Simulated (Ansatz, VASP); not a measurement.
**SnO2 in VASP and in Ansatz**

```
Sn O
1.0
     4.57791    0.00000    0.00000
     0.00000    4.57791    0.00000
     0.00000    0.00000    3.14135
Sn O
2 4
Direct
  0.50000 0.50000 0.50000
  0.00000 0.00000 0.00000
  0.19505 0.80495 0.50000
  0.80495 0.19505 0.50000
  0.30495 0.30495 0.00000
  0.69505 0.69505 0.00000
```

Alike in both runs: task single point; functional r2SCAN; k mesh 6 × 6 × 8; occupations gaussian, width 0.02 eV; no spin polarisation.

|  | VASP | Ansatz |
| --- | --- | --- |
| version | VASP 6.6.1 | Ansatz 0.2.0 |
| potentials or method | VASP PAW PBE potentials, release 64 (Sn_d, O), cutoff 520 eV | scalar-relativistic, plane waves, PAW |
| valence electrons in the cell | 52 | 52 |

Ansatz gave:

* gap on the k mesh at the Fermi level (eV): 2.92
* least direct gap on the mesh (eV): 2.92
* pressure (GPa): 25.0
* traceless stress, the component that is largest in VASP (GPa): -0.01
* rms of the force components (eV/Å): 0.000

Question: Estimate VASP's values.

Answer: gap on the k mesh at the Fermi level (eV): 2.96; least direct gap on the mesh (eV): 2.96; pressure (GPa): 26.7; traceless stress, the component that is largest in VASP (GPa): 0.31; rms of the force components (eV/Å): 0.007.

VASP's potentials were made for PBE, not for r2SCAN. Atom by atom the forces differ by 0.007 eV/Å (rms over components).
